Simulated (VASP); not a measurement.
# ZrB (Fm-3m) in VASP: a series of runs

Aim: see how the results for ZrB move with the level of theory and the settings. Levels: PBE, r2SCAN. Tasks: single point.

All numbers are computed with VASP 6.6.1; they aren't measurements. Logs are shortened: lines on timing, memory, paths and dates and some standing lists are left out, and cuts for length are marked.

## (1) The cell of the first run

The structure is cubic, space group Fm-3m (No. 225). The conventional cell has a = 4.665 Å, b = 4.665 Å, c = 4.665 Å, α = 90.00°, β = 90.00°, γ = 90.00°. Zr (site symmetry m-3m) has 6 B at 2.33 Å within 3.1 Å. Within 3.1 Å of B (site symmetry m-3m) lie 6 Zr at 2.33 Å.

## (2) Single point, PBE

INCAR

```
PREC = Accurate ; ENCUT = 520
EDIFF = 1E-6 ; ISMEAR = 0
SIGMA = 0.05 ; LREAL = F
LASPH = T ; NELM = 100
ALGO = Normal ; ISIF = 2
LWAVE = F ; LCHARG = T
GGA = PE ; LELF = T
LVHAR = T ; NBANDS = 14
```

KPOINTS

```
regular mesh
0
Gamma
  8 8 8
```

POSCAR

```
ZrB
1.0
    0.0000000000      2.3327256626      2.3327256626
    2.3327256626      0.0000000000      2.3327256626
    2.3327256626      2.3327256626      0.0000000000
Zr B
1 1
Direct
    0.5000000000      0.5000000000      0.5000000000
    0.0000000000      0.0000000000      0.0000000000
```

Potentials or basis: VASP PAW PBE potentials, release 64 (Zr_sv, B).

Run with:

```
$ cat potpaw_PBE.64/Zr_sv/POTCAR potpaw_PBE.64/B/POTCAR > POTCAR
$ mpirun -np 1 vasp_std > vasp.out
```

OUTCAR:

```text
PREC = Accurate
   ENCUT = 520
   EDIFF = 1E-6
   ISMEAR = 0
   LREAL = F
   LASPH = T
   NELM = 100
   ISIF = 2
   GGA = PE

 ion  position               nearest neighbor table
   1  0.500  0.500  0.500-   2 2.33   2 2.33   2 2.33   2 2.33   2 2.33   2 2.33
   2  0.000  0.000  0.000-   1 2.33   1 2.33   1 2.33   1 2.33   1 2.33   1 2.33

  LATTYP: Found a face centered cubic cell.
 ALAT       =     4.6654513252

  Lattice vectors:

 A1 = (   0.0000000000,   2.3327256626,   2.3327256626)
 A2 = (   2.3327256626,   0.0000000000,   2.3327256626)
 A3 = (   2.3327256626,   2.3327256626,   0.0000000000)

Analysis of symmetry for initial positions (statically):
=====================================================================
 Subroutine PRICEL returns:
 Original cell was already a primitive cell.

 Routine SETGRP: Setting up the symmetry group for a
 face centered cubic supercell.

 Subroutine GETGRP returns: Found 48 space group operations
 (whereof 48 operations were pure point group operations)
 out of a pool of 48 trial point group operations.

The static configuration has the point symmetry O_h .

Analysis of symmetry for dynamics (positions and initial velocities):
=====================================================================
 Subroutine PRICEL returns:
 Original cell was already a primitive cell.

 Routine SETGRP: Setting up the symmetry group for a
 face centered cubic supercell.

 Subroutine GETGRP returns: Found 48 space group operations
 (whereof 48 operations were pure point group operations)
 out of a pool of 48 trial point group operations.

The dynamic configuration has the point symmetry O_h .

 Subroutine INISYM returns: Found 48 space group operations
 (whereof 48 operations are pure point group operations),
 and found     1 'primitive' translations

----------------------------------------------------------------------------------------

                                     Primitive cell

  volume of cell :      25.3876

  direct lattice vectors                    reciprocal lattice vectors
     0.000000000  2.332725663  2.332725663    -0.214341535  0.214341535  0.214341535
     2.332725663  0.000000000  2.332725663     0.214341535 -0.214341535  0.214341535
     2.332725663  2.332725663  0.000000000     0.214341535  0.214341535 -0.214341535

  length of vectors
     3.298972269  3.298972269  3.298972269     0.371250429  0.371250429  0.371250429

  position of ions in fractional coordinates (direct lattice)
     0.500000000  0.500000000  0.500000000
     0.000000000  0.000000000  0.000000000

  ion indices of the primitive-cell ions
   primitive index   ion index
                 1           1
                 2           2

----------------------------------------------------------------------------------------

 KPOINTS: regular mesh

Automatic generation of k-mesh.
 Grid dimensions read from file:
 generate k-points for:    8    8    8

 Generating k-lattice:

  Cartesian coordinates                     Fractional coordinates (reciprocal lattice)
    -0.026792692  0.026792692  0.026792692     0.125000000  0.000000000  0.000000000
     0.026792692 -0.026792692  0.026792692     0.000000000  0.125000000  0.000000000
     0.026792692  0.026792692 -0.026792692     0.000000000  0.000000000  0.125000000

  Length of vectors
     0.046406304  0.046406304  0.046406304

  Shift w.r.t. Gamma in fractional coordinates (k-lattice)
     0.000000000  0.000000000  0.000000000

 Subroutine IBZKPT returns following result:
 ===========================================

 Found     29 irreducible k-points:

 Following reciprocal coordinates:
            Coordinates               Weight
  0.000000  0.000000  0.000000      1.000000
  0.125000  0.000000  0.000000      8.000000
  0.250000  0.000000  0.000000      8.000000
  0.375000  0.000000  0.000000      8.000000
  0.500000  0.000000  0.000000      4.000000
  0.125000  0.125000  0.000000      6.000000
[... 16 lines left out ...]
  0.500000  0.250000  0.125000     48.000000
 -0.375000  0.250000  0.125000     24.000000
 [... further k-points ...]
   k-points           NKPTS =     29   k-points in BZ     NKDIM =     29   number of bands    NBANDS=     14
   number of dos      NEDOS =    301   number of ions     NIONS =      2
   total plane-waves  NPLWV =  21952
   dimension x,y,z NGX =    28 NGY =   28 NGZ =   28
   dimension x,y,z NGXF=    56 NGYF=   56 NGZF=   56
   ions per type =               1   1
   NGX,Y,Z   is equivalent  to a cutoff of  14.11, 14.11, 14.11 a.u.
   NGXF,Y,Z  is equivalent  to a cutoff of  28.22, 28.22, 28.22 a.u.
 SYSTEM =  unknown system
   PREC   = accura    normal or accurate (medium, high low for compatibility)
   ISTART =      0    job   : 0-new  1-cont  2-samecut
   ICHARG =      2    charge: 1-file 2-atom 10-const
   ISPIN  =      1    spin polarized calculation?
   LNONCOLLINEAR =      F non collinear calculations
   LSORBIT =      F    spin-orbit coupling
   LASPH  =      T    aspherical Exc in radial PAW
   ENCUT  =  520.0 eV  38.22 Ry    6.18 a.u.   6.13  6.13  6.13*2*pi/ulx,y,z
   NELM   =    100;   NELMIN=  2; NELMDL= -5     # of ELM steps
   EDIFF  = 0.1E-05   stopping-criterion for ELM
   LREAL  =      F    real-space projection
[... 7 lines left out ...]
   TEBEG  =    0.0;   TEEND  =   0.0 temperature during run
   PSTRESS=    0.0 pullay stress
   NELECT =      15.0000    total number of electrons
   NUPDOWN=      -1.0000    fix difference up-down
   EMIN   =  10.00;   EMAX   =-10.00  energy-range for DOS
   EFERMI =   0.00;   METHOD = LEGACY
   ISMEAR =     0;   SIGMA  =   0.05  broadening in eV -4-tet -1-fermi 0-gaus
   EFERMI_NEDOS =   21; number of points for ismear=-14 and -15
   IALGO  =     38    algorithm
   IMIX   =      4    mixing-type and parameters
     AMIX     =   0.40;   BMIX     =  1.00
     AMIX_MAG =   1.60;   BMIX_MAG =  1.00
  volume/ion in A,a.u.               =      12.69        85.66
  Fermi-wavevector in a.u.,A,eV,Ry     =   1.373720  2.595955 25.675648  1.887107
  Thomas-Fermi vector in A             =   2.499212
   LORBIT       =      0    0 simple, 1 ext, 2 COOP (PROOUT), +10 PAW based schemes
   GGA     = PE    functional components
   LHFCALC =     F    Hartree Fock is set to
   AEXX    =    0.0000 exact exchange contribution
   IVDW    =     0    specifies the selected vdW correction
   LEPSILON=     F    determine dielectric tensor
   LRPA    =     F    only Hartree local field effects (RPA)
 non-spin polarized calculation
 Gauss-broadening in eV      SIGMA  =   0.05
  energy-cutoff  :      520.00
  volume of cell :       25.39
 maximum number of plane-waves:       701
 NGX is ok and might be reduce to    28
   NGX = 13   NGY = 13   NGZ = 13

 number of electron      15.0000000 magnetization

 Free energy of the ion-electron system (eV)
  ---------------------------------------------------
  ext. energy  EPLUGINS =         0.00000000
  ---------------------------------------------------
  free energy    TOTEN  =       -15.62651019 eV

  energy without entropy =      -15.62464165  energy(sigma->0) =      -15.62557592

 E-fermi :   8.9501     XC(G=0): -12.1719

 val. band max:        8.9099424194   @ k =   0.5000   0.2500   0.0000
 cond. band min:       8.9841259305   @ k =   0.2500   0.1250   0.0000
 fundamental gap:      0.0741835111
 Fermi energy:         8.9500515596

 k-point     1 :       0.0000    0.0000    0.0000
  band No.  band energies     occupation
      1     -37.9053      2.00000
      2     -15.6535      2.00000
      3     -15.6535      2.00000
      4     -15.6535      2.00000
      5       0.6050      2.00000
      6      10.8281      0.00000
      7      10.8281      0.00000
      8      10.8281      0.00000
      9      12.5810      0.00000
     10      12.5810      0.00000
     11      12.7200      0.00000
     12      12.7200      0.00000
     13      12.7200      0.00000
     14      20.0268      0.00000

 k-point     2 :       0.1250    0.0000    0.0000
  band No.  band energies     occupation
      1     -37.8886      2.00000
      2     -15.7980      2.00000
      3     -15.6670      2.00000
      4     -15.6670      2.00000
      5       1.0199      2.00000
      6       9.7472      0.00000
      7      10.2479      0.00000
      8      10.2479      0.00000
      9      11.5344      0.00000
     10      11.5344      0.00000
     11      13.2069      0.00000
     12      15.1731      0.00000
     13      15.1731      0.00000
     14      21.0150      0.00000

 k-point     3 :       0.2500    0.0000    0.0000
  band No.  band energies     occupation
      1     -37.8482      2.00000
      2     -16.1324      2.00000
      3     -15.6993      2.00000
      4     -15.6993      2.00000
      5       2.1125      2.00000
      6       8.0462      2.00000
      7       8.7904      1.99999
      8       8.7904      1.99999
      9      12.4681      0.00000
     10      12.4681      0.00000
     11      13.7951      0.00000
     12      18.0131      0.00000
     13      18.0131      0.00000
     14      21.7991      0.00000
[... 324 lines left out ...]
 k-point    23 :       0.5000    0.2500    0.1250
  band No.  band energies     occupation
      1     -37.7847      2.00000
      2     -16.3690      2.00000
      3     -15.9698      2.00000
      4     -15.7984      2.00000
      5       3.6946      2.00000
      6       6.3161      2.00000
      7       7.9963      2.00000
      8       8.3925      2.00000
      9      12.6576      0.00000
     10      14.9425      0.00000
     11      15.7541      0.00000
     12      17.7519      0.00000
     13      20.0467      0.00000
     14      22.2502      0.00000

 k-point    24 :      -0.3750    0.2500    0.1250
  band No.  band energies     occupation
      1     -37.7709      2.00000
      2     -16.4428      2.00000
      3     -15.9943      2.00000
      4     -15.8265      2.00000
      5       4.1713      2.00000
      6       5.8967      2.00000
      7       7.9656      2.00000
      8       8.1753      2.00000
      9      13.9261      0.00000
     10      14.0362      0.00000
     11      15.7448      0.00000
     12      19.5664      0.00000
     13      19.7418      0.00000
     14      20.9017      0.00000

 [... further k-points ...]

------------------------ aborting loop because EDIFF is reached ----------------------------------------

  FORCE on cell =-STRESS in cart. coord.  units (eV):
  Direction    XX          YY          ZZ          XY          YZ          ZX
  --------------------------------------------------------------------------------------
  -------------------------------------------------------------------------------------
  Total        5.1384807      5.1384807      5.1384807      0.0000000      0.0000000      0.0000000
  in kB      324.2830978    324.2830978    324.2830978      0.0000000      0.0000000      0.0000000
  external PRESSURE =     324.2830978 kB  Pullay stress =       0.0000000 kB

 VOLUME and BASIS-vectors are now :
 -----------------------------------------------------------------------------
  energy-cutoff  :      520.00
  volume of cell :       25.39
      direct lattice vectors                 reciprocal lattice vectors
     0.000000000  2.332725663  2.332725663    -0.214341535  0.214341535  0.214341535
     2.332725663  0.000000000  2.332725663     0.214341535 -0.214341535  0.214341535
     2.332725663  2.332725663  0.000000000     0.214341535  0.214341535 -0.214341535

 POSITION                                       TOTAL-FORCE (eV/Angst)
 -----------------------------------------------------------------------------------
      2.33273      2.33273      2.33273         0.000000      0.000000     -0.000000
      0.00000      0.00000      0.00000        -0.000000     -0.000000      0.000000
 -----------------------------------------------------------------------------------
    total drift:                                0.000000      0.000000      0.000000

  FREE ENERGIE OF THE ION-ELECTRON SYSTEM (eV)
  ---------------------------------------------------
  free  energy   TOTEN  =       -15.6265101895 eV

  energy  without entropy=      -15.6246416458  energy(sigma->0) =      -15.62557592
```

Run time: 14 s. Hardware: 1 thread of Intel Xeon 8259CL, shared host; peak memory 0.16 GiB.

What came out:

| Property | Result |
| --- | --- |
| Free energy | -15.6265 eV |
| Pressure | 32.4 GPa |
| Band gap on the k mesh | zero (an odd number of electrons rules out a gap without spin polarisation) |

Levels at points of the mesh, in eV from the Fermi level:
```
           k point  band 4  band 5  band 6  band 7  band 8  band 9  band 10  band 11  band 12  band 13
(0.00, 0.00, 0.00)  -24.60   -8.35    1.88    1.88    1.88    3.63     3.63     3.77     3.77     3.77
(0.50, 0.00, 0.00)  -24.69   -4.20   -3.68   -1.42   -1.42    5.67     5.67     7.26     8.17    13.23
(0.50, 0.50, 0.00)  -24.92   -6.50   -1.13   -0.37    2.49    2.49     5.38     6.82     6.82    10.50
```

Caveat: the cell stands under pressure.

## (3) Single point, PBE (14.22 Å³/atom)

This run uses another cell than the first one, of 14.22 Å³/atom.

INCAR

```
SYSTEM = ZrB
PREC     = Accurate       ! precision mode
ENCUT    = 520            ! plane-wave cutoff, eV
EDIFF    = 1E-6           ! SCF threshold, eV
ISMEAR   = 0              ! smearing method
SIGMA    = 0.05           ! smearing width, eV
LREAL    = .False.        ! projectors in reciprocal space
LASPH    = .True.         ! aspherical terms in the spheres
NELM     = 100            ! most SCF steps
ALGO     = Normal         ! electronic algorithm
ISIF     = 2              ! what is computed and relaxed
LWAVE    = .False.        ! write WAVECAR
LCHARG   = .False.        ! write CHGCAR
GGA      = PE             ! functional
NBANDS   = 14             ! bands
```

KPOINTS

```
regular mesh
0
Gamma
  8 8 8
  0 0 0
```

POSCAR

```
ZrB
1.0
    0.0000000000      2.4225328489      2.4225328489
    2.4225328489      0.0000000000      2.4225328489
    2.4225328489      2.4225328489      0.0000000000
Zr B
1 1
Direct
    0.5000000000      0.5000000000      0.5000000000
    0.0000000000      0.0000000000      0.0000000000
```

Potentials or basis: VASP PAW PBE potentials, release 64 (Zr_sv, B).

Run with:

```
$ cat potpaw_PBE.64/Zr_sv/POTCAR potpaw_PBE.64/B/POTCAR > POTCAR
$ mpirun -np 1 vasp_std > vasp.out
```

Wall time 14 s (1 thread of Intel Xeon 8259CL, shared host); peak memory 0.16 GiB.

Results (log left out):

```
Free energy            : -15.9772 eV
Pressure               : 6.5 GPa
Band gap on the k mesh : zero (an odd number of electrons rules out a gap without spin polarisation)
```

Levels at points of the mesh, in eV from the Fermi level:
| k point | band 5 | band 6 | band 7 | band 8 | band 9 | band 10 | band 11 | band 12 |
| --- | --- | --- | --- | --- | --- | --- | --- | --- |
| (0.00, 0.00, 0.00) | -8.14 | 1.75 | 1.75 | 1.75 | 3.23 | 3.23 | 3.49 | 3.49 |
| (0.50, 0.00, 0.00) | -4.11 | -3.92 | -1.24 | -1.24 | 4.99 | 4.99 | 6.33 | 7.63 |
| (0.50, 0.50, 0.00) | -6.21 | -0.88 | -0.73 | 2.12 | 2.12 | 4.72 | 5.95 | 5.95 |

Caveat: the cell stands under pressure.

(Part 1 of 2 ends here.)
